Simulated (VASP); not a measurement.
# Li (Im-3m) in VASP: notebook

The runs below take Li through single point, with r2SCAN+D4.

Program: VASP 6.6.1. These are calculated values, not measurements. Logs are shortened: lines on timing, memory, paths and dates and some standing lists are left out, and cuts for length are marked.

**1. The cell of the first run**

It takes space group Im-3m (No. 229, cubic). The conventional cell has a = 3.438 Å, b = 3.438 Å, c = 3.438 Å, α = 90.00°, β = 90.00°, γ = 90.00°. Within 3.9 Å of Li (site symmetry m-3m) lie 14 Li at 2.98 to 3.44 Å.

**2. Single point, r2SCAN+D4**

POSCAR reads:

```
Li
1.0
   -1.7188307657      1.7188307657      1.7188307657
    1.7188307657     -1.7188307657      1.7188307657
    1.7188307657      1.7188307657     -1.7188307657
Li
1
Direct
    0.0000000000      0.0000000000      0.0000000000
```

INCAR.step1 reads:

```
PREC = Accurate ; ENCUT = 520
ISMEAR = -1 ; SIGMA = 0.05
LREAL = False ; LASPH = True
NELM = 80 ; NBANDS = 8
GGA = PE ; ALGO = Normal
EDIFF = 1E-4 ; LWAVE = True
LCHARG = False
```

INCAR.step2 reads:

```
PREC = Accurate ; ENCUT = 520
EDIFF = 1E-6 ; ISMEAR = -1
SIGMA = 0.05 ; LREAL = False
LASPH = True ; NELM = 80
ALGO = Normal ; ISIF = 2
LWAVE = False ; LCHARG = False
METAGGA = R2SCAN ; LMIXTAU = True
IVDW = 13 ; VDW_S6 = 1.0
VDW_S8 = 0.6018749 ; VDW_A1 = 0.51559235
VDW_A2 = 5.77342911 ; NBANDS = 8
ISTART = 1
```

KPOINTS reads:

```
regular mesh
0
Gamma
  11 11 11
```

Potentials or basis: VASP PAW PBE potentials, release 64 (Li_sv).

Launch:

```console
cat potpaw_PBE.64/Li_sv/POTCAR > POTCAR
cp INCAR.step1 INCAR
mpirun -np 1 vasp_std > vasp.out
cp INCAR.step2 INCAR
mpirun -np 1 vasp_std > vasp.out
```

OUTCAR:

```text
PREC = Accurate
   ENCUT = 520
   EDIFF = 1E-6
   ISMEAR = -1
   LREAL = False
   LASPH = True
   NELM = 80
   ISIF = 2
   METAGGA = R2SCAN
   IVDW = 13
   ISTART = 1

 ion  position               nearest neighbor table
   1  0.000  0.000  0.000-

  LATTYP: Found a body centered cubic cell.
 ALAT       =     3.4376615314

  Lattice vectors:

 A1 = (  -1.7188307657,   1.7188307657,   1.7188307657)
 A2 = (   1.7188307657,  -1.7188307657,   1.7188307657)
 A3 = (   1.7188307657,   1.7188307657,  -1.7188307657)

Analysis of symmetry for initial positions (statically):
=====================================================================
 Subroutine PRICEL returns:
 Original cell was already a primitive cell.

 Routine SETGRP: Setting up the symmetry group for a
 body centered cubic supercell.

 Subroutine GETGRP returns: Found 48 space group operations
 (whereof 48 operations were pure point group operations)
 out of a pool of 48 trial point group operations.

The static configuration has the point symmetry O_h .

Analysis of symmetry for dynamics (positions and initial velocities):
=====================================================================
 Subroutine PRICEL returns:
 Original cell was already a primitive cell.

 Routine SETGRP: Setting up the symmetry group for a
 body centered cubic supercell.

 Subroutine GETGRP returns: Found 48 space group operations
 (whereof 48 operations were pure point group operations)
 out of a pool of 48 trial point group operations.

The dynamic configuration has the point symmetry O_h .

 Subroutine INISYM returns: Found 48 space group operations
 (whereof 48 operations are pure point group operations),
 and found     1 'primitive' translations

----------------------------------------------------------------------------------------

                                     Primitive cell

  volume of cell :      20.3123

  direct lattice vectors                    reciprocal lattice vectors
    -1.718830766  1.718830766  1.718830766     0.000000000  0.290895421  0.290895421
     1.718830766 -1.718830766  1.718830766     0.290895421  0.000000000  0.290895421
     1.718830766  1.718830766 -1.718830766     0.290895421  0.290895421  0.000000000

  length of vectors
     2.977102216  2.977102216  2.977102216     0.411388250  0.411388250  0.411388250

  position of ions in fractional coordinates (direct lattice)
     0.000000000  0.000000000  0.000000000

  ion indices of the primitive-cell ions
   primitive index   ion index
                 1           1

----------------------------------------------------------------------------------------

 KPOINTS: regular mesh

Automatic generation of k-mesh.
 Grid dimensions read from file:
 generate k-points for:   11   11   11

 Generating k-lattice:

  Cartesian coordinates                     Fractional coordinates (reciprocal lattice)
     0.000000000  0.026445038  0.026445038     0.090909091  0.000000000  0.000000000
     0.026445038  0.000000000  0.026445038     0.000000000  0.090909091  0.000000000
     0.026445038  0.026445038  0.000000000     0.000000000  0.000000000  0.090909091

  Length of vectors
     0.037398932  0.037398932  0.037398932

  Shift w.r.t. Gamma in fractional coordinates (k-lattice)
     0.000000000  0.000000000  0.000000000

 Subroutine IBZKPT returns following result:
 ===========================================

 Found     56 irreducible k-points:

 Following reciprocal coordinates:
            Coordinates               Weight
  0.000000  0.000000  0.000000      1.000000
  0.090909  0.000000  0.000000     12.000000
  0.181818  0.000000  0.000000     12.000000
  0.272727  0.000000  0.000000     12.000000
  0.363636  0.000000  0.000000     12.000000
  0.454545  0.000000  0.000000     12.000000
[... 16 lines left out ...]
  0.272727  0.181818  0.090909     48.000000
  0.363636  0.181818  0.090909     24.000000
 [... further k-points ...]
   k-points           NKPTS =     56   k-points in BZ     NKDIM =     56   number of bands    NBANDS=      8
   number of dos      NEDOS =    301   number of ions     NIONS =      1
   total plane-waves  NPLWV =  13824
   dimension x,y,z NGX =    24 NGY =   24 NGZ =   24
   dimension x,y,z NGXF=    48 NGYF=   48 NGZF=   48
   ions per type =               1
   NGX,Y,Z   is equivalent  to a cutoff of  13.40, 13.40, 13.40 a.u.
   NGXF,Y,Z  is equivalent  to a cutoff of  26.80, 26.80, 26.80 a.u.
 SYSTEM =  unknown system
   PREC   = accura    normal or accurate (medium, high low for compatibility)
   ISTART =      1    job   : 0-new  1-cont  2-samecut
   ICHARG =      0    charge: 1-file 2-atom 10-const
   ISPIN  =      1    spin polarized calculation?
   LNONCOLLINEAR =      F non collinear calculations
   LSORBIT =      F    spin-orbit coupling
   LASPH  =      T    aspherical Exc in radial PAW
   ENCUT  =  520.0 eV  38.22 Ry    6.18 a.u.   5.54  5.54  5.54*2*pi/ulx,y,z
   NELM   =     80;   NELMIN=  2; NELMDL=  0     # of ELM steps
   EDIFF  = 0.1E-05   stopping-criterion for ELM
   LREAL  =      F    real-space projection
   EDIFFG = 0.1E-04   stopping-criterion for IOM
   NSW    =      0    number of steps for IOM
   IBRION =     -1    ionic relax: 0-MD 1-quasi-New 2-CG
   NFREE  =      0    steps in history (QN), initial steepest desc. (CG)
   ISIF   =      2    stress and relaxation
   ISYM   =      2    0-nonsym 1-usesym 2-fastsym
   POTIM  = 0.5000    time-step for ionic-motion
   TEBEG  =    0.0;   TEEND  =   0.0 temperature during run
   PSTRESS=    0.0 pullay stress
   NELECT =       3.0000    total number of electrons
   NUPDOWN=      -1.0000    fix difference up-down
   EMIN   =  10.00;   EMAX   =-10.00  energy-range for DOS
   EFERMI =   0.00;   METHOD = LEGACY
   ISMEAR =    -1;   SIGMA  =   0.05  broadening in eV -4-tet -1-fermi 0-gaus
   EFERMI_NEDOS =   21; number of points for ismear=-14 and -15
   IALGO  =     38    algorithm
   IMIX   =      4    mixing-type and parameters
     AMIX     =   0.40;   BMIX     =  1.00
     AMIX_MAG =   1.60;   BMIX_MAG =  1.00
  volume/ion in A,a.u.               =      20.31       137.07
  Fermi-wavevector in a.u.,A,eV,Ry     =   0.865357  1.635288 10.188631  0.748843
  Thomas-Fermi vector in A             =   1.983589
   LORBIT       =      0    0 simple, 1 ext, 2 COOP (PROOUT), +10 PAW based schemes
   METAGGA = R2SCAN    functional components
   LHFCALC =     F    Hartree Fock is set to
   AEXX    =    0.0000 exact exchange contribution
   IVDW    =    13    specifies the selected vdW correction
   LEPSILON=     F    determine dielectric tensor
   LRPA    =     F    only Hartree local field effects (RPA)
 non-spin polarized calculation
  energy-cutoff  :      520.00
  volume of cell :       20.31
 maximum number of plane-waves:       567
 NGX is ok and might be reduce to    24
   NGX = 11   NGY = 11   NGZ = 11

 number of electron       3.0000000 magnetization

 Free energy of the ion-electron system (eV)
  ---------------------------------------------------
  ext. energy  EPLUGINS =         0.00000000
  ---------------------------------------------------
  free energy    TOTEN  =        -2.38511145 eV

  energy without entropy =       -2.38158210  energy(sigma->0) =       -2.38334677

 E-fermi :   0.6441     XC(G=0):  -7.4418

 val. band max:        0.6418874670   @ k =   0.4545   0.0000   0.0000
 cond. band min:       0.8328813991   @ k =   0.1818   0.1818   0.1818
 fundamental gap:      0.1909939321
 Fermi energy:         0.6440633683

 k-point     1 :       0.0000    0.0000    0.0000
  band No.  band energies     occupation
      1     -47.4315      2.00000
      2      -3.2504      2.00000
      3      16.9045      0.00000
      4      16.9057      0.00000
      5      16.9057      0.00000
      6      21.1479      0.00000
      7      21.1479      0.00000
      8      21.1479      0.00000

 k-point     2 :       0.0909    0.0000    0.0000
  band No.  band energies     occupation
      1     -47.4299      2.00000
      2      -3.0798      2.00000
      3      15.5438      0.00000
      4      16.0151      0.00000
      5      16.5616      0.00000
      6      19.5615      0.00000
      7      19.5785      0.00000
      8      21.3638      0.00000

 k-point     3 :       0.1818    0.0000    0.0000
  band No.  band energies     occupation
      1     -47.4256      2.00000
      2      -2.5681      2.00000
      3      12.4532      0.00000
      4      14.5878      0.00000
      5      15.7008      0.00000
      6      17.8094      0.00000
      7      18.8164      0.00000
      8      21.3242      0.00000

 k-point     4 :       0.2727    0.0000    0.0000
  band No.  band energies     occupation
      1     -47.4198      2.00000
      2      -1.7187      2.00000
      3       9.2834      0.00000
      4      13.3884      0.00000
      5      14.7629      0.00000
      6      16.4692      0.00000
      7      18.7067      0.00000
      8      22.1020      0.00000

 k-point     5 :       0.3636    0.0000    0.0000
  band No.  band energies     occupation
      1     -47.4146      2.00000
      2      -0.5681      2.00000
      3       6.5133      0.00000
      4      12.5599      0.00000
      5      14.0472      0.00000
      6      15.5710      0.00000
      7      18.8610      0.00000
      8      23.4145      0.00000
[... 177 lines left out ...]
 k-point    22 :       0.1818    0.1818    0.0909
  band No.  band energies     occupation
      1     -47.4142      2.00000
      2      -0.3549      2.00000
      3       7.7325      0.00000
      4       9.0706      0.00000
      5      11.4543      0.00000
      6      21.3403      0.00000
      7      21.5364      0.00000
      8      24.3516      0.00000

 k-point    23 :       0.2727    0.1818    0.0909
  band No.  band energies     occupation
      1     -47.4111      2.00000
      2       0.9568      0.00383
      3       5.5248      0.00000
      4       8.1734      0.00000
      5      11.0240      0.00000
      6      21.7100      0.00000
      7      22.4082      0.00000
      8      25.4084      0.00000

 k-point    24 :       0.3636    0.1818    0.0909
  band No.  band energies     occupation
      1     -47.4100      2.00000
      2       1.9652      0.00000
      3       4.1574      0.00000
      4       7.9250      0.00000
      5      10.8818      0.00000
      6      21.7205      0.00000
      7      22.8474      0.00000
      8      26.3869      0.00000

 [... further k-points ...]

------------------------ aborting loop because EDIFF is reached ----------------------------------------

  DFT-D4 for vdW energy calculation

  Edisp (eV):   -0.00711

  FORCE on cell =-STRESS in cart. coord.  units (eV):
  Direction    XX          YY          ZZ          XY          YZ          ZX
  --------------------------------------------------------------------------------------
  -------------------------------------------------------------------------------------
  Total       0.00509     0.00509     0.00509    -0.00000    -0.00000    -0.00000
  in kB       0.40177     0.40177     0.40177    -0.00000    -0.00000    -0.00000
  external pressure =        0.40 kB  Pullay stress =        0.00 kB

 VOLUME and BASIS-vectors are now :
 -----------------------------------------------------------------------------
  energy-cutoff  :      520.00
  volume of cell :       20.31
      direct lattice vectors                 reciprocal lattice vectors
    -1.718830766  1.718830766  1.718830766     0.000000000  0.290895421  0.290895421
     1.718830766 -1.718830766  1.718830766     0.290895421  0.000000000  0.290895421
     1.718830766  1.718830766 -1.718830766     0.290895421  0.290895421  0.000000000

 POSITION                                       TOTAL-FORCE (eV/Angst)
 -----------------------------------------------------------------------------------
      0.00000      0.00000      0.00000        -0.000000      0.000000     -0.000000
 -----------------------------------------------------------------------------------
    total drift:                                0.000000      0.000000     -0.000000

  FREE ENERGIE OF THE ION-ELECTRON SYSTEM (eV)
  ---------------------------------------------------
  free  energy   TOTEN  =        -2.3922246670 eV

  energy  without entropy=       -2.3886953198  energy(sigma->0) =       -2.39045999
```

It took 12 s on 1 thread of Intel Xeon 6975P-C (Granite Rapids), shared host; peak memory 0.13 GiB.

Results:

```
Free energy                : -2.3922 eV
Dispersion energy per atom : -0.007 eV
```

Levels at points of the mesh, in eV from the Fermi level:
```
           k point  band 1  band 2  band 3  band 4  band 5  band 6  band 7
(0.00, 0.00, 0.00)  -48.08   -3.89   16.26   16.26   16.26   20.50   20.50
```

Caveat: the cutoff is under 1.25 times the usual one of these potentials, so pressure, stress and relaxed cells hold a basis-set (Pulay) error; the PAW data sets were made with another functional, which shifts forces and pressure a little; pairwise dispersion overbinds metals, which lowers pressure and volume.

**3. Single point, r2SCAN+D4**

This run uses another cell than the first one, of 20.74 Å³/atom, 1.021 times its volume.

POSCAR reads:

```
Li
1.0
   -1.7309356065      1.7309356065      1.7309356065
    1.7309356065     -1.7309356065      1.7309356065
    1.7309356065      1.7309356065     -1.7309356065
Li
1
Direct
    0.0000000000      0.0000000000      0.0000000000
```

INCAR.step1 reads:

```
SYSTEM = Li
PREC = Accurate
ENCUT = 520
ISMEAR = -1
SIGMA = 0.05
LREAL = .FALSE.
LASPH = .TRUE.
NELM = 80
NBANDS = 8
GGA = PE
ALGO = Normal
EDIFF = 1E-4
LWAVE = .TRUE.
LCHARG = .FALSE.
```

INCAR.step2 reads:

```
SYSTEM = Li
PREC = Accurate
ENCUT = 520
EDIFF = 1E-7
ISMEAR = -1
SIGMA = 0.05
LREAL = .FALSE.
LASPH = .TRUE.
NELM = 80
ALGO = Normal
ISIF = 2
LWAVE = .FALSE.
LCHARG = .FALSE.
METAGGA = R2SCAN
LMIXTAU = .TRUE.
IVDW = 13
VDW_S6 = 1.0
VDW_S8 = 0.6018749
VDW_A1 = 0.51559235
VDW_A2 = 5.77342911
NBANDS = 8
ISTART = 1
```

KPOINTS reads:

```
Automatic mesh
0
G
  11 11 11
  0 0 0
```

Potentials or basis: VASP PAW PBE potentials, release 64 (Li_sv).

Launch:

```console
cat potpaw_PBE.64/Li_sv/POTCAR > POTCAR
cp INCAR.step1 INCAR
mpirun -np 1 vasp_std > vasp.out
cp INCAR.step2 INCAR
mpirun -np 1 vasp_std > vasp.out
```

OUTCAR:

```text
SYSTEM = Li
   PREC = Accurate
   ENCUT = 520
   EDIFF = 1E-7
   ISMEAR = -1
   LREAL = .FALSE.
   LASPH = .TRUE.
   NELM = 80
   ISIF = 2
   METAGGA = R2SCAN
   IVDW = 13
   ISTART = 1

 ion  position               nearest neighbor table
   1  0.000  0.000  0.000-

  LATTYP: Found a body centered cubic cell.
 ALAT       =     3.4618712130

  Lattice vectors:

 A1 = (  -1.7309356065,   1.7309356065,   1.7309356065)
 A2 = (   1.7309356065,  -1.7309356065,   1.7309356065)
[... 443 lines left out ...]

 [... further k-points ...]

------------------------ aborting loop because EDIFF is reached ----------------------------------------

  DFT-D4 for vdW energy calculation

  Edisp (eV):   -0.00696

  FORCE on cell =-STRESS in cart. coord.  units (eV):
  Direction    XX          YY          ZZ          XY          YZ          ZX
  --------------------------------------------------------------------------------------
  -------------------------------------------------------------------------------------
  Total      -0.01617    -0.01617    -0.01617    -0.00000     0.00000     0.00000
  in kB      -1.24912    -1.24912    -1.24912    -0.00000     0.00000     0.00000
  external pressure =       -1.25 kB  Pullay stress =        0.00 kB

 VOLUME and BASIS-vectors are now :
 -----------------------------------------------------------------------------
  energy-cutoff  :      520.00
  volume of cell :       20.74
      direct lattice vectors                 reciprocal lattice vectors
    -1.730935606  1.730935606  1.730935606     0.000000000  0.288861121  0.288861121
     1.730935606 -1.730935606  1.730935606     0.288861121  0.000000000  0.288861121
     1.730935606  1.730935606 -1.730935606     0.288861121  0.288861121  0.000000000

 POSITION                                       TOTAL-FORCE (eV/Angst)
 -----------------------------------------------------------------------------------
      0.00000      0.00000      0.00000        -0.000000      0.000000     -0.000000
 -----------------------------------------------------------------------------------
    total drift:                                0.000000      0.000000     -0.000000

  FREE ENERGIE OF THE ION-ELECTRON SYSTEM (eV)
  ---------------------------------------------------
  free  energy   TOTEN  =        -2.3931171164 eV

  energy  without entropy=       -2.3895949619  energy(sigma->0) =       -2.39135604
```

OUTCAR.step1:

```text
SYSTEM = Li
   PREC = Accurate
   ENCUT = 520
   ISMEAR = -1
   LREAL = .FALSE.
   LASPH = .TRUE.
[... 480 lines left out ...]
 -----------------------------------------------------------------------------------
      0.00000      0.00000      0.00000         0.000000     -0.000000     -0.000000
 -----------------------------------------------------------------------------------
    total drift:                                0.000000      0.000000     -0.000000

  FREE ENERGIE OF THE ION-ELECTRON SYSTEM (eV)
  ---------------------------------------------------
  free  energy   TOTEN  =        -1.9094310610 eV

  energy  without entropy=       -1.9057003880  energy(sigma->0) =       -1.90756572
```

Wall time 15 s (1 thread of Intel Xeon 6975P-C (Granite Rapids), shared host); peak memory 0.13 GiB.

Results:

| Property | Result |
| --- | --- |
| Free energy | -2.3931 eV |
| Dispersion energy per atom | -0.007 eV |

Caveat: the cutoff is under 1.25 times the usual one of these potentials, so pressure, stress and relaxed cells hold a basis-set (Pulay) error; the PAW data sets were made with another functional, which shifts forces and pressure a little; pairwise dispersion overbinds metals, which lowers pressure and volume.
